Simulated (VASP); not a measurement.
# LiCl (Fm-3m) in VASP: a series of runs

LiCl is run at these levels: PBE; tasks: single point.

Everything below comes from runs of VASP 6.6.1. Logs are shortened: lines on timing, memory, paths and dates and some standing lists are left out, and cuts for length are marked.

### Step 1. The cell of the first run

It takes space group Fm-3m (No. 225, cubic). The conventional cell has a = 4.908 Å, b = 4.908 Å, c = 4.908 Å, α = 90.00°, β = 90.00°, γ = 90.00°. Li (site symmetry m-3m) has 6 Cl at 2.45 Å within 3.2 Å. Cl (site symmetry m-3m) has 6 Li at 2.45 Å within 3.2 Å.

### Step 2. Single point, PBE (strain -4.0%)

Input file INCAR:

```
SYSTEM = LiCl
PREC = Accurate
ENCUT = 520
EDIFF = 1E-7
ISMEAR = 0
SIGMA = 0.01
LREAL = .False.
LASPH = .True.
NELM = 100
ALGO = Normal
ISIF = 2
LWAVE = .False.
LCHARG = .False.
GGA = PE
NBANDS = 12
```

Input file KPOINTS:

```
regular mesh
0
Gamma
  6 6 6
  0 0 0
```

Input file POSCAR:

```
LiCl
1.0
    0.0000000000      2.4537955149      2.4537955149
    2.4537955149      0.0000000000      2.4537955149
    2.4537955149      2.4537955149      0.0000000000
Li Cl
1 1
Direct
    0.0000000000      0.0000000000      0.0000000000
    0.5000000000      0.5000000000      0.5000000000
```

Potentials or basis: VASP PAW PBE potentials, release 64 (Li_sv, Cl).

The run is started by

```
$ cat potpaw_PBE.64/Li_sv/POTCAR potpaw_PBE.64/Cl/POTCAR > POTCAR
$ mpirun -np 1 vasp_std > vasp.out
```

OUTCAR:

```text
SYSTEM = LiCl
   PREC = Accurate
   ENCUT = 520
   EDIFF = 1E-7
   ISMEAR = 0
   LREAL = .False.
   LASPH = .True.
   NELM = 100
   ISIF = 2
   GGA = PE

 ion  position               nearest neighbor table
   1  0.000  0.000  0.000-   2 2.45   2 2.45   2 2.45   2 2.45   2 2.45   2 2.45
   2  0.500  0.500  0.500-   1 2.45   1 2.45   1 2.45   1 2.45   1 2.45   1 2.45

  LATTYP: Found a face centered cubic cell.
 ALAT       =     4.9075910298

  Lattice vectors:

 A1 = (   0.0000000000,   2.4537955149,   2.4537955149)
 A2 = (   2.4537955149,   0.0000000000,   2.4537955149)
 A3 = (   2.4537955149,   2.4537955149,   0.0000000000)

Analysis of symmetry for initial positions (statically):
=====================================================================
 Subroutine PRICEL returns:
 Original cell was already a primitive cell.

 Routine SETGRP: Setting up the symmetry group for a
 face centered cubic supercell.

 Subroutine GETGRP returns: Found 48 space group operations
 (whereof 48 operations were pure point group operations)
 out of a pool of 48 trial point group operations.

The static configuration has the point symmetry O_h .

Analysis of symmetry for dynamics (positions and initial velocities):
=====================================================================
 Subroutine PRICEL returns:
 Original cell was already a primitive cell.

 Routine SETGRP: Setting up the symmetry group for a
 face centered cubic supercell.

 Subroutine GETGRP returns: Found 48 space group operations
 (whereof 48 operations were pure point group operations)
 out of a pool of 48 trial point group operations.

The dynamic configuration has the point symmetry O_h .

 Subroutine INISYM returns: Found 48 space group operations
 (whereof 48 operations are pure point group operations),
 and found     1 'primitive' translations

----------------------------------------------------------------------------------------

                                     Primitive cell

  volume of cell :      29.5492

  direct lattice vectors                    reciprocal lattice vectors
     0.000000000  2.453795515  2.453795515    -0.203765961  0.203765961  0.203765961
     2.453795515  0.000000000  2.453795515     0.203765961 -0.203765961  0.203765961
     2.453795515  2.453795515  0.000000000     0.203765961  0.203765961 -0.203765961

  length of vectors
     3.470190896  3.470190896  3.470190896     0.352932996  0.352932996  0.352932996

  position of ions in fractional coordinates (direct lattice)
     0.000000000  0.000000000  0.000000000
     0.500000000  0.500000000  0.500000000

  ion indices of the primitive-cell ions
   primitive index   ion index
                 1           1
                 2           2

----------------------------------------------------------------------------------------

 KPOINTS: regular mesh

Automatic generation of k-mesh.
 Grid dimensions read from file:
 generate k-points for:    6    6    6

 Generating k-lattice:

  Cartesian coordinates                     Fractional coordinates (reciprocal lattice)
    -0.033960993  0.033960993  0.033960993     0.166666667  0.000000000  0.000000000
     0.033960993 -0.033960993  0.033960993     0.000000000  0.166666667  0.000000000
     0.033960993  0.033960993 -0.033960993     0.000000000  0.000000000  0.166666667

  Length of vectors
     0.058822166  0.058822166  0.058822166

  Shift w.r.t. Gamma in fractional coordinates (k-lattice)
     0.000000000  0.000000000  0.000000000

 Subroutine IBZKPT returns following result:
 ===========================================

 Found     16 irreducible k-points:

 Following reciprocal coordinates:
            Coordinates               Weight
  0.000000  0.000000  0.000000      1.000000
  0.166667  0.000000  0.000000      8.000000
  0.333333  0.000000  0.000000      8.000000
  0.500000  0.000000  0.000000      4.000000
  0.166667  0.166667  0.000000      6.000000
  0.333333  0.166667  0.000000     24.000000
[... 8 lines left out ...]
 -0.333333  0.333333  0.166667     24.000000
 -0.333333  0.500000  0.166667     12.000000
   k-points           NKPTS =     16   k-points in BZ     NKDIM =     16   number of bands    NBANDS=     12
   number of dos      NEDOS =    301   number of ions     NIONS =      2
   total plane-waves  NPLWV =  21952
   dimension x,y,z NGX =    28 NGY =   28 NGZ =   28
   dimension x,y,z NGXF=    56 NGYF=   56 NGZF=   56
   ions per type =               1   1
   NGX,Y,Z   is equivalent  to a cutoff of  13.41, 13.41, 13.41 a.u.
   NGXF,Y,Z  is equivalent  to a cutoff of  26.83, 26.83, 26.83 a.u.
 SYSTEM =  LiCl
   PREC   = accura    normal or accurate (medium, high low for compatibility)
   ISTART =      0    job   : 0-new  1-cont  2-samecut
   ICHARG =      2    charge: 1-file 2-atom 10-const
   ISPIN  =      1    spin polarized calculation?
   LNONCOLLINEAR =      F non collinear calculations
   LSORBIT =      F    spin-orbit coupling
   LASPH  =      T    aspherical Exc in radial PAW
   ENCUT  =  520.0 eV  38.22 Ry    6.18 a.u.   6.45  6.45  6.45*2*pi/ulx,y,z
   NELM   =    100;   NELMIN=  2; NELMDL= -5     # of ELM steps
   EDIFF  = 0.1E-06   stopping-criterion for ELM
   LREAL  =      F    real-space projection
   EDIFFG = 0.1E-05   stopping-criterion for IOM
   NSW    =      0    number of steps for IOM
   IBRION =     -1    ionic relax: 0-MD 1-quasi-New 2-CG
   NFREE  =      0    steps in history (QN), initial steepest desc. (CG)
   ISIF   =      2    stress and relaxation
   ISYM   =      2    0-nonsym 1-usesym 2-fastsym
   POTIM  = 0.5000    time-step for ionic-motion
   TEBEG  =    0.0;   TEEND  =   0.0 temperature during run
   PSTRESS=    0.0 pullay stress
   NELECT =      10.0000    total number of electrons
   NUPDOWN=      -1.0000    fix difference up-down
   EMIN   =  10.00;   EMAX   =-10.00  energy-range for DOS
   EFERMI =   0.00;   METHOD = LEGACY
   ISMEAR =     0;   SIGMA  =   0.01  broadening in eV -4-tet -1-fermi 0-gaus
   EFERMI_NEDOS =   21; number of points for ismear=-14 and -15
   IALGO  =     38    algorithm
   IMIX   =      4    mixing-type and parameters
     AMIX     =   0.40;   BMIX     =  1.00
     AMIX_MAG =   1.60;   BMIX_MAG =  1.00
  volume/ion in A,a.u.               =      14.77        99.70
  Fermi-wavevector in a.u.,A,eV,Ry     =   1.140845  2.155884 17.708340  1.301526
  Thomas-Fermi vector in A             =   2.277546
   LORBIT       =      0    0 simple, 1 ext, 2 COOP (PROOUT), +10 PAW based schemes
   GGA     = PE    functional components
   LHFCALC =     F    Hartree Fock is set to
   AEXX    =    0.0000 exact exchange contribution
   IVDW    =     0    specifies the selected vdW correction
   LEPSILON=     F    determine dielectric tensor
   LRPA    =     F    only Hartree local field effects (RPA)
 non-spin polarized calculation
 Gauss-broadening in eV      SIGMA  =   0.01
  energy-cutoff  :      520.00
  volume of cell :       29.55
 maximum number of plane-waves:       821
 NGX is ok and might be reduce to    28
   NGX = 13   NGY = 13   NGZ = 13

 number of electron      10.0000001 magnetization

 Free energy of the ion-electron system (eV)
  ---------------------------------------------------
  ext. energy  EPLUGINS =         0.00000000
  ---------------------------------------------------
  free energy    TOTEN  =        -7.30711418 eV

  energy without entropy =       -7.30711418  energy(sigma->0) =       -7.30711418

 E-fermi :   1.7768     XC(G=0):  -9.3165

 val. band max:        1.6632324349   @ k =   0.0000   0.0000   0.0000
 cond. band min:       8.5491883881   @ k =   0.5000   0.0000   0.0000
 fundamental gap:      6.8859559532
 Fermi energy:         1.7768159563

 k-point     1 :       0.0000    0.0000    0.0000
  band No.  band energies     occupation
      1     -41.6744      2.00000
      2     -12.2540      2.00000
      3       1.6632      2.00000
      4       1.6632      2.00000
      5       1.6632      2.00000
      6       8.8478      0.00000
      7      13.6841      0.00000
      8      13.6841      0.00000
      9      13.6841      0.00000
     10      16.6370      0.00000
     11      16.6370      0.00000
     12      16.9927      0.00000

 k-point     2 :       0.1667    0.0000    0.0000
  band No.  band energies     occupation
      1     -41.6729      2.00000
      2     -12.0832      2.00000
      3       0.6384      2.00000
      4       1.5755      2.00000
      5       1.5755      2.00000
      6       9.4549      0.00000
      7      12.8414      0.00000
      8      13.3618      0.00000
      9      13.3618      0.00000
     10      15.1258      0.00000
     11      15.1258      0.00000
     12      17.6679      0.00000

 k-point     3 :       0.3333    0.0000    0.0000
  band No.  band energies     occupation
      1     -41.6702      2.00000
      2     -11.7026      2.00000
      3      -1.0035      2.00000
      4       1.4161      2.00000
      5       1.4161      2.00000
      6       8.9864      0.00000
      7      11.7886      0.00000
      8      11.7886      0.00000
      9      14.4012      0.00000
     10      17.1737      0.00000
     11      17.1737      0.00000
     12      18.5938      0.00000
[... 166 lines left out ...]
 k-point    15 :      -0.3333    0.3333    0.1667
  band No.  band energies     occupation
      1     -41.6675      2.00000
      2     -11.2390      2.00000
      3      -1.2360      2.00000
      4      -0.4949      2.00000
      5       0.6856      2.00000
      6      10.8688      0.00000
      7      11.3086      0.00000
      8      13.0377      0.00000
      9      13.5047      0.00000
     10      17.5480      0.00000
     11      18.6843      0.00000
     12      20.9375      0.00000

 k-point    16 :      -0.3333    0.5000    0.1667
  band No.  band energies     occupation
      1     -41.6671      2.00000
      2     -11.1456      2.00000
      3      -1.4597      2.00000
      4      -0.4030      2.00000
      5       0.3455      2.00000
      6      10.7569      0.00000
      7      11.1519      0.00000
      8      13.5525      0.00000
      9      13.8671      0.00000
     10      17.6297      0.00000
     11      19.7939      0.00000
     12      20.9980      0.00000

------------------------ aborting loop because EDIFF is reached ----------------------------------------

  FORCE on cell =-STRESS in cart. coord.  units (eV):
  Direction    XX          YY          ZZ          XY          YZ          ZX
  --------------------------------------------------------------------------------------
  -------------------------------------------------------------------------------------
  Total        1.1332250      1.1332250      1.1332250      0.0000000      0.0000000     -0.0000000
  in kB       61.4443025     61.4443025     61.4443025      0.0000000      0.0000000     -0.0000000
  external PRESSURE =      61.4443025 kB  Pullay stress =       0.0000000 kB

 VOLUME and BASIS-vectors are now :
 -----------------------------------------------------------------------------
  energy-cutoff  :      520.00
  volume of cell :       29.55
      direct lattice vectors                 reciprocal lattice vectors
     0.000000000  2.453795515  2.453795515    -0.203765961  0.203765961  0.203765961
     2.453795515  0.000000000  2.453795515     0.203765961 -0.203765961  0.203765961
     2.453795515  2.453795515  0.000000000     0.203765961  0.203765961 -0.203765961

 POSITION                                       TOTAL-FORCE (eV/Angst)
 -----------------------------------------------------------------------------------
      0.00000      0.00000      0.00000        -0.000000     -0.000000     -0.000000
      2.45380      2.45380      2.45380         0.000000      0.000000      0.000000
 -----------------------------------------------------------------------------------
    total drift:                                0.000000      0.000000      0.000000

  FREE ENERGIE OF THE ION-ELECTRON SYSTEM (eV)
  ---------------------------------------------------
  free  energy   TOTEN  =        -7.3071141773 eV

  energy  without entropy=       -7.3071141773  energy(sigma->0) =       -7.30711418
```

Run time: 7.4 s. Hardware: 1 thread of AMD EPYC 7R43 (Zen 3), shared host; peak memory 0.11 GiB.

What came out:

| Item | Value |
| --- | --- |
| Free energy | -7.3071 eV |
| Band gap on the k mesh | 6.89 eV, indirect (least direct gap 7.18 eV) |

Levels at points of the mesh, in eV from the valence-band top:
| k point | band 3 | band 4 | band 5 | band 6 | band 7 | band 8 |
| --- | --- | --- | --- | --- | --- | --- |
| (0.00, 0.00, 0.00) | 0.00 | 0.00 | 0.00 | 7.18 | 12.02 | 12.02 |
| (0.50, 0.00, 0.00) | -3.39 | -0.32 | -0.32 | 6.89 | 9.53 | 9.53 |
| (0.50, 0.50, 0.00) | -3.55 | -1.37 | -1.37 | 8.05 | 8.17 | 13.64 |

Caveat: the cell differs from its parent crystal (strain -4.0%); the cutoff is under 1.25 times the usual one of these potentials, so pressure, stress and relaxed cells hold a basis-set (Pulay) error. A k mesh can miss the band edges.

### Step 3. Single point, PBE

This run uses another cell than the first one, of 16.70 Å³/atom, 1.130 times its volume.

Input file INCAR:

```
ALGO = Normal
EDIFF = 1E-6
ENCUT = 520
GGA = PE
ISIF = 2
ISMEAR = 0
LASPH = T
LCHARG = T
LELF = T
LREAL = F
LVHAR = T
LWAVE = F
NBANDS = 12
NELM = 100
PREC = Accurate
SIGMA = 0.01
```

Input file KPOINTS:

```
k-points
0
Gamma
  6 6 6
```

Input file POSCAR:

```
LiCl
1.0
    0.0000000000      2.5560369947      2.5560369947
    2.5560369947      0.0000000000      2.5560369947
    2.5560369947      2.5560369947      0.0000000000
Li Cl
1 1
Direct
    0.0000000000      0.0000000000      0.0000000000
    0.5000000000      0.5000000000      0.5000000000
```

Potentials or basis: VASP PAW PBE potentials, release 64 (Li_sv, Cl).

The run is started by

```
$ cat potpaw_PBE.64/Li_sv/POTCAR potpaw_PBE.64/Cl/POTCAR > POTCAR
$ mpirun -np 1 vasp_std > vasp.out
```

It took 7.7 s on 1 thread of AMD EPYC 7R43 (Zen 3), shared host; peak memory 0.11 GiB.

The run converged. Its results:

```
Free energy            : -7.3845 eV
Band gap on the k mesh : 6.40 eV, direct
```

Levels at points of the mesh, in eV from the valence-band top:
| k point | band 2 | band 3 | band 4 | band 5 | band 6 | band 7 | band 8 | band 9 |
| --- | --- | --- | --- | --- | --- | --- | --- | --- |
| (0.00, 0.00, 0.00) | -13.43 | 0.00 | 0.00 | 0.00 | 6.40 | 11.95 | 11.95 | 11.95 |
| (0.50, 0.00, 0.00) | -12.85 | -2.85 | -0.26 | -0.26 | 6.77 | 9.51 | 9.51 | 13.08 |
| (0.50, 0.50, 0.00) | -12.60 | -2.94 | -1.12 | -1.12 | 7.91 | 8.28 | 12.53 | 14.20 |

Caveat: the cutoff is under 1.25 times the usual one of these potentials, so pressure, stress and relaxed cells hold a basis-set (Pulay) error. A k mesh can miss the band edges.

(Continued in part 2 of 2.)
